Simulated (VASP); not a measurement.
# SiP5 (C2/m) in VASP: single point with PBE

Aim: the single point of SiP5 with PBE.

Everything below comes from runs of VASP 6.6.1. Logs are shortened: lines on timing, memory, paths and dates and some standing lists are left out, and cuts for length are marked.

### 1 The cell of the first run

The structure is monoclinic, space group C2/m (No. 12). Conventional cell: a = 10.280 Å, b = 10.176 Å, c = 4.589 Å, α = 90.00°, β = 95.81°, γ = 90.00°. Si (site symmetry m) has 2 P at 2.28 Å and 1 Si at 2.29 Å within 3.0 Å. P (site symmetry 1) has 3 P at 2.22 to 2.28 Å within 2.9 Å. P (site symmetry 1) has 2 P at 2.24 to 2.25 Å and 1 Si at 2.28 Å within 3.0 Å. Within 2.9 Å of P (site symmetry m) lie 3 P at 2.22 to 2.27 Å.

### 2 Single point, PBE

INCAR reads:

```
SYSTEM = SiP5
  PREC = Accurate
  ENCUT = 520
  EDIFF = 1E-6
  ISMEAR = 0
  SIGMA = 0.2
  LREAL = .False.
  LASPH = .True.
  NELM = 60
  ALGO = Normal
  ISIF = 2
  LWAVE = .False.
  LCHARG = .False.
  GGA = PE
  NBANDS = 41
```

KPOINTS reads:

```
regular mesh
0
Gamma
  3 3 4
  0 0 0
```

POSCAR reads:

```
SiP5
1.0
    5.1329225076     -5.0881386938      0.2664651470
    5.1329225076      5.0881386938      0.2664651470
    0.2272790960      0.0000000000      4.5836502140
Si P
2 10
Direct
    0.0961083107      0.0961083107      0.1056506796
    0.9038916893      0.9038916893      0.8943493204
    0.7676761980      0.4405691244      0.0646934992
    0.5594308756      0.2323238020      0.9353065008
    0.9267151414      0.2830192476      0.4060819421
    0.7169807524      0.0732848586      0.5939180579
    0.6033419103      0.6033419103      0.3853365507
    0.3966580897      0.3966580897      0.6146634493
    0.2323238020      0.5594308756      0.9353065008
    0.4405691244      0.7676761980      0.0646934992
    0.0732848586      0.7169807524      0.5939180579
    0.2830192476      0.9267151414      0.4060819421
```

Potentials or basis: VASP PAW PBE potentials, release 64 (Si, P).

The run is started by

```bash
cat potpaw_PBE.64/Si/POTCAR potpaw_PBE.64/P/POTCAR > POTCAR
mpirun -np 1 vasp_std > vasp.out
```

OUTCAR:

```text
SYSTEM = SiP5
   PREC = Accurate
   ENCUT = 520
   EDIFF = 1E-6
   ISMEAR = 0
   LREAL = .False.
   LASPH = .True.
   NELM = 60
   ISIF = 2
   GGA = PE

 ion  position               nearest neighbor table
   1  0.096  0.096  0.106-   5 2.28  12 2.28   2 2.29
   2  0.904  0.904  0.894-   6 2.28  11 2.28   1 2.29
   3  0.768  0.441  0.065-   7 2.22   5 2.25   4 2.28
   4  0.559  0.232  0.935-   8 2.22   6 2.25   3 2.28
   5  0.927  0.283  0.406-   6 2.24   3 2.25   1 2.28
   6  0.717  0.073  0.594-   5 2.24   4 2.25   2 2.28
   7  0.603  0.603  0.385-   3 2.22  10 2.22   8 2.27
   8  0.397  0.397  0.615-   4 2.22   9 2.22   7 2.27
   9  0.232  0.559  0.935-   8 2.22  11 2.25  10 2.28
  10  0.441  0.768  0.065-   7 2.22  12 2.25   9 2.28
  11  0.073  0.717  0.594-  12 2.24   9 2.25   2 2.28
  12  0.283  0.927  0.406-  11 2.24  10 2.25   1 2.28

  LATTYP: Found a base centered monoclinic cell.
 ALAT       =    10.2796686996
 B/A-ratio  =     0.9899421552
 C/A-ratio  =     0.4464425534
 COS(beta)  =    -0.1012368214

  Lattice vectors:

 A1 = (  -5.1329225076,   5.0881386938,  -0.2664651470)
 A2 = (  -5.1329225076,  -5.0881386938,  -0.2664651470)
 A3 = (   0.2272790960,   0.0000000000,   4.5836502140)

Analysis of symmetry for initial positions (statically):
=====================================================================
 Subroutine PRICEL returns:
 Original cell was already a primitive cell.

 Routine SETGRP: Setting up the symmetry group for a
 base centered monoclinic supercell.

 Subroutine GETGRP returns: Found  4 space group operations
 (whereof  4 operations were pure point group operations)
 out of a pool of  4 trial point group operations.

The static configuration has the point symmetry C_2h.

Analysis of symmetry for dynamics (positions and initial velocities):
=====================================================================
 Subroutine PRICEL returns:
 Original cell was already a primitive cell.

 Routine SETGRP: Setting up the symmetry group for a
 base centered monoclinic supercell.

 Subroutine GETGRP returns: Found  4 space group operations
 (whereof  4 operations were pure point group operations)
 out of a pool of  4 trial point group operations.

The dynamic configuration has the point symmetry C_2h.

 Subroutine INISYM returns: Found  4 space group operations
 (whereof  4 operations are pure point group operations),
 and found     1 'primitive' translations

----------------------------------------------------------------------------------------

                                     Primitive cell

  volume of cell :     238.8063

  direct lattice vectors                    reciprocal lattice vectors
     5.132922508 -5.088138694  0.266465147     0.097661783 -0.098267762 -0.004842534
     5.132922508  5.088138694  0.266465147     0.097661783  0.098267762 -0.004842534
     0.227279096  0.000000000  4.583650214    -0.011354907  0.000000000  0.218729765

  length of vectors
     7.232361475  7.232361475  4.589281542     0.138628378  0.138628378  0.219024300

  position of ions in fractional coordinates (direct lattice)
     0.096108311  0.096108311  0.105650680
     0.903891689  0.903891689  0.894349320
     0.767676198  0.440569124  0.064693499
     0.559430876  0.232323802  0.935306501
     0.926715141  0.283019248  0.406081942
     0.716980752  0.073284859  0.593918058
     0.603341910  0.603341910  0.385336551
     0.396658090  0.396658090  0.614663449
     0.232323802  0.559430876  0.935306501
     0.440569124  0.767676198  0.064693499
     0.073284859  0.716980752  0.593918058
     0.283019248  0.926715141  0.406081942

  ion indices of the primitive-cell ions
   primitive index   ion index
                 1           1
                 2           2
                 3           3
                 4           4
                 5           5
                 6           6
                 7           7
                 8           8
                 9           9
                10          10
                11          11
                12          12

----------------------------------------------------------------------------------------

 KPOINTS: regular mesh

Automatic generation of k-mesh.
 Grid dimensions read from file:
 generate k-points for:    3    3    4

 Generating k-lattice:

  Cartesian coordinates                     Fractional coordinates (reciprocal lattice)
     0.032553928 -0.032755921 -0.001614178     0.333333333  0.000000000  0.000000000
     0.032553928  0.032755921 -0.001614178     0.000000000  0.333333333  0.000000000
    -0.002838727  0.000000000  0.054682441     0.000000000  0.000000000  0.250000000

  Length of vectors
     0.046209459  0.046209459  0.054756075

  Shift w.r.t. Gamma in fractional coordinates (k-lattice)
     0.000000000  0.000000000  0.000000000

 Subroutine IBZKPT returns following result:
 ===========================================

 Found     14 irreducible k-points:

 Following reciprocal coordinates:
            Coordinates               Weight
  0.000000  0.000000  0.000000      1.000000
  0.333333  0.000000  0.000000      4.000000
  0.333333  0.333333  0.000000      2.000000
 -0.333333  0.333333  0.000000      2.000000
  0.000000  0.000000  0.250000      2.000000
  0.333333 -0.000000  0.250000      4.000000
 -0.333333  0.000000  0.250000      4.000000
  0.333333  0.333333  0.250000      2.000000
 -0.333333  0.333333  0.250000      4.000000
 -0.333333 -0.333333  0.250000      2.000000
  0.000000  0.000000  0.500000      1.000000
  0.333333 -0.000000  0.500000      4.000000
  0.333333  0.333333  0.500000      2.000000
 -0.333333  0.333333  0.500000      2.000000
   k-points           NKPTS =     14   k-points in BZ     NKDIM =     14   number of bands    NBANDS=     41
   number of dos      NEDOS =    301   number of ions     NIONS =     12
   total plane-waves  NPLWV = 104976
   dimension x,y,z NGX =    54 NGY =   54 NGZ =   36
   dimension x,y,z NGXF=   108 NGYF=  108 NGZF=   72
   ions per type =               2  10
   NGX,Y,Z   is equivalent  to a cutoff of  12.41, 12.41, 13.04 a.u.
   NGXF,Y,Z  is equivalent  to a cutoff of  24.83, 24.83, 26.08 a.u.
 SYSTEM =  SiP5
   PREC   = accura    normal or accurate (medium, high low for compatibility)
   ISTART =      0    job   : 0-new  1-cont  2-samecut
   ICHARG =      2    charge: 1-file 2-atom 10-const
   ISPIN  =      1    spin polarized calculation?
   LNONCOLLINEAR =      F non collinear calculations
   LSORBIT =      F    spin-orbit coupling
   LASPH  =      T    aspherical Exc in radial PAW
   ENCUT  =  520.0 eV  38.22 Ry    6.18 a.u.  13.45 13.45  8.53*2*pi/ulx,y,z
   NELM   =     60;   NELMIN=  2; NELMDL= -5     # of ELM steps
   EDIFF  = 0.1E-05   stopping-criterion for ELM
   LREAL  =      F    real-space projection
   EDIFFG = 0.1E-04   stopping-criterion for IOM
   NSW    =      0    number of steps for IOM
   IBRION =     -1    ionic relax: 0-MD 1-quasi-New 2-CG
   NFREE  =      0    steps in history (QN), initial steepest desc. (CG)
   ISIF   =      2    stress and relaxation
   ISYM   =      2    0-nonsym 1-usesym 2-fastsym
   POTIM  = 0.5000    time-step for ionic-motion
   TEBEG  =    0.0;   TEEND  =   0.0 temperature during run
   PSTRESS=    0.0 pullay stress
   NELECT =      58.0000    total number of electrons
   NUPDOWN=      -1.0000    fix difference up-down
   EMIN   =  10.00;   EMAX   =-10.00  energy-range for DOS
   EFERMI =   0.00;   METHOD = LEGACY
   ISMEAR =     0;   SIGMA  =   0.20  broadening in eV -4-tet -1-fermi 0-gaus
   EFERMI_NEDOS =   21; number of points for ismear=-14 and -15
   IALGO  =     38    algorithm
   IMIX   =      4    mixing-type and parameters
     AMIX     =   0.40;   BMIX     =  1.00
     AMIX_MAG =   1.60;   BMIX_MAG =  1.00
  volume/ion in A,a.u.               =      19.90       134.30
  Fermi-wavevector in a.u.,A,eV,Ry     =   1.021415  1.930195 14.194804  1.043289
  Thomas-Fermi vector in A             =   2.155038
   LORBIT       =      0    0 simple, 1 ext, 2 COOP (PROOUT), +10 PAW based schemes
   GGA     = PE    functional components
   LHFCALC =     F    Hartree Fock is set to
   AEXX    =    0.0000 exact exchange contribution
   IVDW    =     0    specifies the selected vdW correction
   LEPSILON=     F    determine dielectric tensor
   LRPA    =     F    only Hartree local field effects (RPA)
 non-spin polarized calculation
 Gauss-broadening in eV      SIGMA  =   0.20
  energy-cutoff  :      520.00
  volume of cell :      238.81
 maximum number of plane-waves:      6465
 NGX is ok and might be reduce to    54
   NGX = 27   NGY = 27   NGZ = 17

 number of electron      58.0000000 magnetization

 Free energy of the ion-electron system (eV)
  ---------------------------------------------------
  ext. energy  EPLUGINS =         0.00000000
  ---------------------------------------------------
  free energy    TOTEN  =       -63.25219796 eV

  energy without entropy =      -63.22002360  energy(sigma->0) =      -63.23611078

 E-fermi :   5.6350     XC(G=0):  -9.6397

 val. band max:        5.5754285547   @ k =  -0.3333   0.3333   0.0000
 cond. band min:       5.6935209178   @ k =   0.3333   0.3333   0.5000
 fundamental gap:      0.1180923632
 Fermi energy:         5.6349781848

 k-point     1 :       0.0000    0.0000    0.0000
  band No.  band energies     occupation
      1      -9.1663      2.00000
      2      -7.8201      2.00000
      3      -7.0161      2.00000
      4      -6.3740      2.00000
      5      -5.7129      2.00000
      6      -4.8593      2.00000
[... 605 lines left out ...]
     40       9.6326      0.00000
     41       9.6599      0.00000

------------------------ aborting loop because EDIFF is reached ----------------------------------------

  FORCE on cell =-STRESS in cart. coord.  units (eV):
  Direction    XX          YY          ZZ          XY          YZ          ZX
  --------------------------------------------------------------------------------------
  -------------------------------------------------------------------------------------
  Total       -0.1568465     -0.0518688     -0.0291872      0.0000000      0.0000000      0.0798087
  in kB       -1.0522999     -0.3479936     -0.1958199      0.0000000      0.0000000      0.5354452
  external PRESSURE =      -0.5320378 kB  Pullay stress =       0.0000000 kB

 VOLUME and BASIS-vectors are now :
 -----------------------------------------------------------------------------
  energy-cutoff  :      520.00
  volume of cell :      238.81
      direct lattice vectors                 reciprocal lattice vectors
     5.132922508 -5.088138694  0.266465147     0.097661783 -0.098267762 -0.004842534
     5.132922508  5.088138694  0.266465147     0.097661783  0.098267762 -0.004842534
     0.227279096  0.000000000  4.583650214    -0.011354907  0.000000000  0.218729765

 POSITION                                       TOTAL-FORCE (eV/Angst)
 -----------------------------------------------------------------------------------
      1.01065      0.00000      0.53548         0.007112     -0.000000      0.058687
      9.48248      0.00000      4.58110        -0.007112     -0.000000     -0.058687
      6.21653     -1.66437      0.61849        -0.063491     -0.003408      0.026677
      4.27659     -1.66437      4.49809         0.063491     -0.003408     -0.026677
      6.30177     -3.27521      2.18369        -0.030599      0.017530     -0.030702
      4.19136     -3.27521      2.93289         0.030599      0.017530      0.030702
      6.28139      0.00000      2.08779        -0.045626     -0.000000     -0.007076
      4.21173      0.00000      3.02879         0.045626     -0.000000      0.007076
      4.27659      1.66437      4.49809         0.063491      0.003408     -0.026677
      6.21653      1.66437      0.61849        -0.063491      0.003408      0.026677
      4.19136      3.27521      2.93289         0.030599     -0.017530      0.030702
      6.30177      3.27521      2.18369        -0.030599     -0.017530     -0.030702
 -----------------------------------------------------------------------------------
    total drift:                                0.000000      0.000000     -0.000000

  FREE ENERGIE OF THE ION-ELECTRON SYSTEM (eV)
  ---------------------------------------------------
  free  energy   TOTEN  =       -63.2521979638 eV

  energy  without entropy=      -63.2200235965  energy(sigma->0) =      -63.23611078
```

Run time: 90 s. Hardware: 1 thread of Intel Xeon 6975P-C (Granite Rapids), shared host; peak memory 0.35 GiB.

What came out:

```yaml
Free_energy: -63.2522 eV
Pressure: -0.1 GPa
Largest_force: 0.069 eV/Å
Band_gap_on_the_k_mesh: 0.12 eV (least direct gap 0.58 eV)
```

Forces in eV/Å, atoms in the order of the input:
```
Si   0.007  0.000  0.059
Si  -0.007  0.000 -0.059
P   -0.063 -0.003  0.027
P    0.063 -0.003 -0.027
P   -0.031  0.018 -0.031
P    0.031  0.018  0.031
P   -0.046  0.000 -0.007
P    0.046  0.000  0.007
P    0.063  0.003 -0.027
P   -0.063  0.003  0.027
P    0.031 -0.018  0.031
P   -0.031 -0.018 -0.031
```

Stress tensor (GPa, compression positive):
```
-0.11  0.00  0.05
 0.00 -0.03  0.00
 0.05  0.00 -0.02
```
